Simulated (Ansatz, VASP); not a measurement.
# CdTe: VASP beside Ansatz

```
Cd Te
1.0
     0.00000    3.20500    3.20500
     3.20500    0.00000    3.20500
     3.20500    3.20500    0.00000
Cd Te
1 1
Direct
  0.00000 0.00000 0.00000
  0.25000 0.25000 0.25000
```

Alike in both runs: task single point; functional revPBE; k mesh 6 × 6 × 6; occupations gaussian, width 0.05 eV; no spin polarisation.

|  | VASP | Ansatz |
| --- | --- | --- |
| version | VASP 6.6.1 | Ansatz 0.2.0 |
| potentials or method | VASP PAW PBE potentials, release 64 (Cd, Te), cutoff 520 eV | scalar-relativistic, plane waves, PAW |
| valence electrons in the cell | 18 | 36 |

```tsv
	VASP	Ansatz	Ansatz less VASP
gap on the k mesh at the Fermi level (eV)	0.98	0.98	+0.003
least direct gap on the mesh (eV)	0.98	0.98	+0.003
pressure (GPa)	5.7	5.5	-0.15
```

VASP's potentials were made for PBE, not for revPBE. VASP's potentials hold 18 valence electrons a cell and Ansatz's 36, so a difference there can come from the potentials and not from the codes.

Spin-orbit coupling is off throughout.
